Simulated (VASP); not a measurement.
# AlAs (lda): single point with LDA

Crystal: AlAs (lda).

```
Al As
1.0
     0.00000    2.83050    2.83050
     2.83050    0.00000    2.83050
     2.83050    2.83050    0.00000
Al As
1 1
Direct
  0.00000 0.00000 0.00000
  0.25000 0.25000 0.25000
```

* Program: VASP 6.6.1
* Task: single point
* Functional: LDA
* Potentials or basis: VASP PAW LDA potentials, release 64 (Al, As)
* Cutoff: 500 eV
* k mesh: 6 × 6 × 6
* Occupations: gaussian, width 0.1 eV
* Spin: no spin polarisation

```
Pressure               : -0.9 GPa
Band gap on the k mesh : 1.33 eV, indirect (least direct gap 1.88 eV)
```

Levels at points of the mesh, in eV from the valence-band top:
```tsv
k point	band 1	band 2	band 3	band 4	band 5	band 6	band 7	band 8	band 9
(0.00, 0.00, 0.00)	-11.89	0.00	0.00	0.00	1.88	4.24	4.24	4.24	8.62
(0.50, 0.00, 0.00)	-10.48	-5.60	-0.83	-0.83	2.02	4.63	4.63	7.58	10.98
(0.50, 0.50, 0.00)	-9.93	-5.45	-2.18	-2.18	1.33	2.19	10.20	10.20	11.57
```

Run time: 5 s on 1 thread of Intel(R) Xeon(R) Platinum 8559C (Emerald Rapids), on a shared host, peak memory 0.14 GiB.

A k mesh can miss the band edges. A hybrid or GW would open this gap; LDA tends to underestimate it.
